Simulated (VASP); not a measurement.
# Cu3O2: single point with PBE

The system is Cu3O2.

```
Cu O
1.0
    -2.01300    2.01300    3.57285
     2.01300   -2.01300    3.57285
     2.01300    2.01300   -3.57285
Cu O
3 2
Direct
  0.25000 0.75000 0.50000
  0.75000 0.25000 0.50000
  0.00000 0.00000 0.00000
  0.00000 0.50000 0.50000
  0.50000 0.00000 0.50000
```

- Program: VASP 6.6.1
- Task: single point
- Functional: PBE
- Potentials or basis: VASP PAW PBE potentials, release 64 (Cu, O)
- Cutoff: 520 eV
- k mesh: 14 × 14 × 14
- Occupations: gaussian, width 0.15 eV
- Spin: no spin polarisation
- Dipole correction: no
- Further INCAR settings: ALGO = Normal; EDIFF = 1e-06; NBANDS = 30

```yaml
Pressure: 9.5 GPa
Band_gap_on_the_k_mesh: zero (an odd number of electrons rules out a gap without spin polarisation)
```

Stress tensor (GPa, compression positive):
```
 4.77  0.00  0.00
 0.00  4.77  0.00
 0.00  0.00 19.10
```

Levels at points of the mesh, in eV from the Fermi level:
```csv
k point,band 19,band 20,band 21,band 22,band 23,band 24,band 25,band 26,band 27,band 28
"(0.00, 0.00, 0.00)",-1.74,-1.62,-0.79,-0.79,0.41,0.68,5.19,5.19,7.16,7.32
"(0.50, 0.00, 0.00)",-1.56,-1.36,-0.96,-0.64,-0.20,3.03,3.42,8.14,8.43,8.48
"(0.50, 0.50, 0.00)",-1.60,-0.54,-0.48,-0.25,0.44,1.22,3.71,3.88,8.08,9.45
"(0.50, 0.50, 0.50)",-1.87,-1.62,-1.29,-0.30,-0.30,3.35,4.99,6.40,6.40,7.34
```

Run time: 15 min on 1 thread of Intel Xeon 8259CL, on a shared host, peak memory 0.46 GiB.

Caveat: the cell stands under pressure; an odd number of electrons without spin polarisation forces a metal; a magnetic or distorted state may lie lower. With open d or f shells a metallic result of PBE can be an artefact of self-interaction; +U or a hybrid may open a gap.
